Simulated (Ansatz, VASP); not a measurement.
One calculation of MgF2, two programs

```
Mg F
1.0
     4.62190    0.00000    0.00000
     0.00000    4.62209    0.00000
     0.00000    0.00000    3.04615
Mg F
2 4
Direct
  0.50000 0.50000 0.50000
  0.00000 0.00000 0.00000
  0.80291 0.19701 0.50000
  0.19709 0.80299 0.50000
  0.30291 0.30299 0.00000
  0.69709 0.69701 0.00000
```

Alike in both runs: task single point; functional PBE; k mesh 4 × 4 × 6; no spin polarisation.

```csv
,VASP,Ansatz
version,VASP 6.6.1,Ansatz 0.2.0
potentials or method,"VASP PAW PBE potentials, release 64 (Mg, F)","plane waves, PAW"
plane-wave cutoff (eV),600,420
occupations,"gaussian, width 0.01 eV",fixed
valence electrons in the cell,32,48
```

|  | VASP | Ansatz | Ansatz less VASP |
| --- | --- | --- | --- |
| gap on the k mesh at the Fermi level (eV) | 7.12 | 7.16 | +0.039 |
| pressure (GPa) | 3.8 | 4.9 | +1.08 |
| traceless stress, the component that is largest in VASP (GPa) | 0.28 | 0.34 | +0.064 |
| rms of the force components (eV/Å) | 0.012 | 0.013 | +0.0007 |

Atom by atom the forces differ by 0.001 eV/Å (rms over components). VASP's potentials hold 32 valence electrons a cell and Ansatz's 48, so a difference there can come from the potentials and not from the codes.
